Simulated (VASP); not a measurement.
# CaI (P-6m2) in VASP: single point with PBE

Aim: the single point of CaI with PBE.

Program: VASP 6.6.1. These are calculated values, not measurements. Logs are shortened: lines on timing, memory, paths and dates and some standing lists are left out, and cuts for length are marked.

## (1) The cell of the first run

It takes space group P-6m2 (No. 187, hexagonal). Conventional cell: a = 4.147 Å, b = 4.147 Å, c = 4.576 Å, α = 90.00°, β = 90.00°, γ = 120.00°. Within 4.4 Å of Ca (site symmetry -6m2) lie 6 I at 3.31 Å and 6 Ca at 4.15 Å. I (site symmetry -6m2) has 6 Ca at 3.31 Å and 6 I at 4.15 Å within 4.4 Å.

## (2) Single point, PBE, collinear spin

INCAR reads:

```
PREC = Accurate ; ENCUT = 520
EDIFF = 1E-6 ; ISMEAR = -1
SIGMA = 0.1 ; LREAL = False
LASPH = True ; NELM = 150
ALGO = Normal ; ISIF = 2
LWAVE = False ; LCHARG = True
ISPIN = 2 ; MAGMOM = 0.28 0.04
LORBIT = 11 ; GGA = PE
LELF = True ; LVHAR = True
NBANDS = 20
```

KPOINTS reads:

```
regular mesh
0
Gamma
  7 7 6
```

POSCAR reads:

```
CaI
1.0
    4.1468204600      0.0000000000      0.0000000000
   -2.0734102300      3.5912518700      0.0000000000
    0.0000000000      0.0000000000      4.5762290000
Ca I
1 1
Direct
    0.0000000000      0.0000000000      0.5000000000
    0.6666666692      0.3333333287      0.0000000000
```

Potentials or basis: VASP PAW PBE potentials, release 64 (Ca_sv, I).

Launch:

```console
> cat potpaw_PBE.64/Ca_sv/POTCAR potpaw_PBE.64/I/POTCAR > POTCAR
> mpirun -np 1 vasp_std > vasp.out
```

OUTCAR:

```text
PREC = Accurate
   ENCUT = 520
   EDIFF = 1E-6
   ISMEAR = -1
   LREAL = False
   LASPH = True
   NELM = 150
   ISIF = 2
   ISPIN = 2
   LORBIT = 11
   GGA = PE

 ion  position               nearest neighbor table
   1  0.000  0.000  0.500-   2 3.31   2 3.31   2 3.31   2 3.31   2 3.31   2 3.31
   2  0.667  0.333  0.000-   1 3.31   1 3.31   1 3.31   1 3.31   1 3.31   1 3.31

  LATTYP: Found a hexagonal cell.
 ALAT       =     4.1468204600
 C/A-ratio  =     1.1035512736

  Lattice vectors:

 A1 = (   4.1468204600,   0.0000000000,   0.0000000000)
 A2 = (  -2.0734102300,   3.5912518700,   0.0000000000)
 A3 = (   0.0000000000,   0.0000000000,   4.5762290000)

Analysis of symmetry for initial positions (statically):
=====================================================================
 Subroutine PRICEL returns:
 Original cell was already a primitive cell.

 Routine SETGRP: Setting up the symmetry group for a
 hexagonal supercell.

 Subroutine GETGRP returns: Found 12 space group operations
 (whereof 12 operations were pure point group operations)
 out of a pool of 24 trial point group operations.

The static configuration has the point symmetry D_3h.

Analysis of symmetry for dynamics (positions and initial velocities):
=====================================================================
 Subroutine PRICEL returns:
 Original cell was already a primitive cell.

 Routine SETGRP: Setting up the symmetry group for a
 hexagonal supercell.

 Subroutine GETGRP returns: Found 12 space group operations
 (whereof 12 operations were pure point group operations)
 out of a pool of 24 trial point group operations.

The dynamic configuration has the point symmetry D_3h.

Analysis of structural, dynamic, and magnetic symmetry:
=====================================================================
 Subroutine PRICEL returns:
 Original cell was already a primitive cell.

 Routine SETGRP: Setting up the symmetry group for a
 hexagonal supercell.

 Subroutine GETGRP returns: Found 12 space group operations
 (whereof 12 operations were pure point group operations)
 out of a pool of 24 trial point group operations.

The overall configuration has the point symmetry D_3h.

 Subroutine INISYM returns: Found 12 space group operations
 (whereof 12 operations are pure point group operations),
 and found     1 'primitive' translations

----------------------------------------------------------------------------------------

                                     Primitive cell

  volume of cell :      68.1505

  direct lattice vectors                    reciprocal lattice vectors
     4.146820460  0.000000000  0.000000000     0.241148612  0.139227216  0.000000000
    -2.073410230  3.591251870  0.000000000     0.000000000  0.278454432  0.000000000
     0.000000000  0.000000000  4.576229000     0.000000000  0.000000000  0.218520533

  length of vectors
     4.146820460  4.146820466  4.576229000     0.278454432  0.278454432  0.218520533

  position of ions in fractional coordinates (direct lattice)
     0.000000000  0.000000000  0.500000000
     0.666666669  0.333333329  0.000000000

  ion indices of the primitive-cell ions
   primitive index   ion index
                 1           1
                 2           2

----------------------------------------------------------------------------------------

 KPOINTS: regular mesh

Automatic generation of k-mesh.
 Grid dimensions read from file:
 generate k-points for:    7    7    6

 Generating k-lattice:

  Cartesian coordinates                     Fractional coordinates (reciprocal lattice)
     0.034449802  0.019889602  0.000000000     0.142857143  0.000000000  0.000000000
     0.000000000  0.039779205  0.000000000     0.000000000  0.142857143  0.000000000
     0.000000000  0.000000000  0.036420089     0.000000000  0.000000000  0.166666667

  Length of vectors
     0.039779205  0.039779205  0.036420089

  Shift w.r.t. Gamma in fractional coordinates (k-lattice)
     0.000000000  0.000000000  0.000000000

 Subroutine IBZKPT returns following result:
 ===========================================

 Found     32 irreducible k-points:

 Following reciprocal coordinates:
            Coordinates               Weight
  0.000000  0.000000  0.000000      1.000000
  0.142857 -0.000000  0.000000      6.000000
  0.285714  0.000000  0.000000      6.000000
  0.428571 -0.000000  0.000000      6.000000
  0.142857  0.142857  0.000000      6.000000
  0.285714  0.142857  0.000000     12.000000
[... 16 lines left out ...]
  0.428571  0.142857  0.333333     12.000000
  0.285714  0.285714  0.333333     12.000000
 [... further k-points ...]
   k-points           NKPTS =     32   k-points in BZ     NKDIM =     32   number of bands    NBANDS=     20
   number of dos      NEDOS =    301   number of ions     NIONS =      2
   total plane-waves  NPLWV =  36864
   dimension x,y,z NGX =    32 NGY =   32 NGZ =   36
   dimension x,y,z NGXF=    64 NGYF=   64 NGZF=   72
   ions per type =               1   1
   NGX,Y,Z   is equivalent  to a cutoff of  12.83, 12.83, 13.08 a.u.
   NGXF,Y,Z  is equivalent  to a cutoff of  25.66, 25.66, 26.16 a.u.
 SYSTEM =  unknown system
   PREC   = accura    normal or accurate (medium, high low for compatibility)
   ISTART =      0    job   : 0-new  1-cont  2-samecut
   ICHARG =      2    charge: 1-file 2-atom 10-const
   ISPIN  =      2    spin polarized calculation?
   LNONCOLLINEAR =      F non collinear calculations
   LSORBIT =      F    spin-orbit coupling
   LASPH  =      T    aspherical Exc in radial PAW
   ENCUT  =  520.0 eV  38.22 Ry    6.18 a.u.   7.71  7.71  8.51*2*pi/ulx,y,z
   NELM   =    150;   NELMIN=  2; NELMDL= -5     # of ELM steps
   EDIFF  = 0.1E-05   stopping-criterion for ELM
   LREAL  =      F    real-space projection
   EDIFFG = 0.1E-04   stopping-criterion for IOM
   NSW    =      0    number of steps for IOM
   IBRION =     -1    ionic relax: 0-MD 1-quasi-New 2-CG
   NFREE  =      0    steps in history (QN), initial steepest desc. (CG)
   ISIF   =      2    stress and relaxation
   ISYM   =      2    0-nonsym 1-usesym 2-fastsym
   POTIM  = 0.5000    time-step for ionic-motion
   TEBEG  =    0.0;   TEEND  =   0.0 temperature during run
   PSTRESS=    0.0 pullay stress
   NELECT =      17.0000    total number of electrons
   NUPDOWN=      -1.0000    fix difference up-down
   EMIN   =  10.00;   EMAX   =-10.00  energy-range for DOS
   EFERMI =   0.00;   METHOD = LEGACY
   ISMEAR =    -1;   SIGMA  =   0.10  broadening in eV -4-tet -1-fermi 0-gaus
   EFERMI_NEDOS =   21; number of points for ismear=-14 and -15
   IALGO  =     38    algorithm
   IMIX   =      4    mixing-type and parameters
     AMIX     =   0.40;   BMIX     =  1.00
     AMIX_MAG =   1.60;   BMIX_MAG =  1.00
  volume/ion in A,a.u.               =      34.08       229.95
  Fermi-wavevector in a.u.,A,eV,Ry     =   1.030548  1.947453 14.449782  1.062029
  Thomas-Fermi vector in A             =   2.164652
   LORBIT       =     11    0 simple, 1 ext, 2 COOP (PROOUT), +10 PAW based schemes
   GGA     = PE    functional components
   LHFCALC =     F    Hartree Fock is set to
   AEXX    =    0.0000 exact exchange contribution
   IVDW    =     0    specifies the selected vdW correction
   LEPSILON=     F    determine dielectric tensor
   LRPA    =     F    only Hartree local field effects (RPA)
 spin polarized calculation
  energy-cutoff  :      520.00
  volume of cell :       68.15
 maximum number of plane-waves:      1871
 NGX is ok and might be reduce to    32
   NGX = 15   NGY = 15   NGZ = 17

 number of electron      17.0000000 magnetization       0.7529342

 Free energy of the ion-electron system (eV)
  ---------------------------------------------------
  ext. energy  EPLUGINS =         0.00000000
  ---------------------------------------------------
  free energy    TOTEN  =        -5.46927619 eV

  energy without entropy =       -5.43898239  energy(sigma->0) =       -5.45412929

 E-fermi :   5.7025     XC(G=0):  -8.6525

 val. band max:        5.6719100078   @ k =   0.1429  -0.0000   0.1667
 cond. band min:       5.7175439746   @ k =   0.4286  -0.0000   0.5000
 fundamental gap:      0.0456339668
 Fermi energy:         5.7024823655

 spin component 1

 k-point     1 :       0.0000    0.0000    0.0000
  band No.  band energies     occupation
      1     -36.8974      1.00000
      2     -17.9514      1.00000
      3     -17.8809      1.00000
      4     -17.8809      1.00000
      5      -9.5498      1.00000
      6       0.7422      1.00000
[... 12 lines left out ...]
     19      14.2779      0.00000
     20      14.2779      0.00000
[... 507 lines left out ...]
 k-point    24 :       0.2857    0.2857    0.3333
  band No.  band energies     occupation
      1     -36.8921      1.00000
      2     -17.9530      1.00000
      3     -17.9344      1.00000
      4     -17.9159      1.00000
      5      -8.9684      1.00000
      6      -0.1583      1.00000
[... 12 lines left out ...]
     19      14.9167      0.00000
     20      16.1950      0.00000

 [... further k-points ...]

 spin component 2

 k-point     1 :       0.0000    0.0000    0.0000
  band No.  band energies     occupation
      1     -36.7425      1.00000
      2     -17.8273      1.00000
      3     -17.6960      1.00000
      4     -17.6960      1.00000
      5      -9.5102      1.00000
      6       0.8331      1.00000
[... 12 lines left out ...]
     19      14.4789      0.00000
     20      14.4789      0.00000
[... 507 lines left out ...]
 k-point    24 :       0.2857    0.2857    0.3333
  band No.  band energies     occupation
      1     -36.7375      1.00000
      2     -17.8292      1.00000
      3     -17.7453      1.00000
      4     -17.7274      1.00000
      5      -8.9443      1.00000
      6      -0.0725      1.00000
[... 12 lines left out ...]
     19      15.1095      0.00000
     20      16.8164      0.00000

 [... further k-points ...]

------------------------ aborting loop because EDIFF is reached ----------------------------------------

  FORCE on cell =-STRESS in cart. coord.  units (eV):
  Direction    XX          YY          ZZ          XY          YZ          ZX
  --------------------------------------------------------------------------------------
  -------------------------------------------------------------------------------------
  Total       -0.0160973     -0.0160973      0.0311268     -0.0000000     -0.0000000      0.0000000
  in kB       -0.3784384     -0.3784384      0.7317734     -0.0000000     -0.0000000      0.0000000
  external PRESSURE =      -0.0083678 kB  Pullay stress =       0.0000000 kB

 VOLUME and BASIS-vectors are now :
 -----------------------------------------------------------------------------
  energy-cutoff  :      520.00
  volume of cell :       68.15
      direct lattice vectors                 reciprocal lattice vectors
     4.146820460  0.000000000  0.000000000     0.241148612  0.139227216  0.000000000
    -2.073410230  3.591251870  0.000000000     0.000000000  0.278454432  0.000000000
     0.000000000  0.000000000  4.576229000     0.000000000  0.000000000  0.218520533

 POSITION                                       TOTAL-FORCE (eV/Angst)
 -----------------------------------------------------------------------------------
      0.00000      0.00000      2.28811        -0.000000      0.000000      0.000000
      2.07341      1.19708      0.00000         0.000000     -0.000000      0.000000
 -----------------------------------------------------------------------------------
    total drift:                               -0.000010      0.000009      0.000000

  FREE ENERGIE OF THE ION-ELECTRON SYSTEM (eV)
  ---------------------------------------------------
  free  energy   TOTEN  =        -5.4692761917 eV

  energy  without entropy=       -5.4389823938  energy(sigma->0) =       -5.45412929

 total charge

# of ion       s       p       d       tot
------------------------------------------
    1        2.034   5.826   0.273   8.133
    2        1.503   2.800   0.028   4.330
--------------------------------------------------
tot          3.537   8.626   0.301  12.463

 magnetization (x)

# of ion       s       p       d       tot
------------------------------------------
    1        0.017   0.013   0.143   0.173
    2        0.003  -0.001   0.016   0.018
--------------------------------------------------
tot          0.021   0.012   0.159   0.191
```

It took 1.8 min on 1 thread of Intel Xeon Platinum 8259CL at 2.50GHz (Skylake/Cascade Lake), shared host; peak memory 0.25 GiB.

What came out:

| Item | Value |
| --- | --- |
| Free energy | -5.4693 eV |
| Pressure | 0.0 GPa |
| Net moment | 0.75 μB per cell |
| Site moments | Ca +0.17; I +0.02 μB |
| Valence electrons inside the program's atomic spheres | Ca 8.13; I 4.33 |

Stress tensor (GPa, compression positive):
```
-0.04  0.00  0.00
 0.00 -0.04  0.00
 0.00  0.00  0.07
```

Levels at points of the mesh, in eV from the Fermi level:
Spin up:
```csv
k point,band 6,band 7,band 8,band 9,band 10,band 11,band 12,band 13
"(0.00, 0.00, 0.00)",-4.96,-3.79,-3.79,-1.95,0.45,1.93,1.93,2.28
"(0.00, 0.00, 0.50)",-6.81,-3.66,-3.66,1.00,1.17,1.17,2.04,2.04
```
Spin down:
```
           k point  band 6  band 7  band 8  band 9  band 10  band 11
(0.00, 0.00, 0.00)   -4.87   -3.72   -3.72   -1.01     0.61     2.38
(0.00, 0.00, 0.50)   -6.53   -3.63   -3.63    1.63     1.63     1.72
```

Caveat: spin-orbit coupling is left out, which moves the levels of the heavy elements.
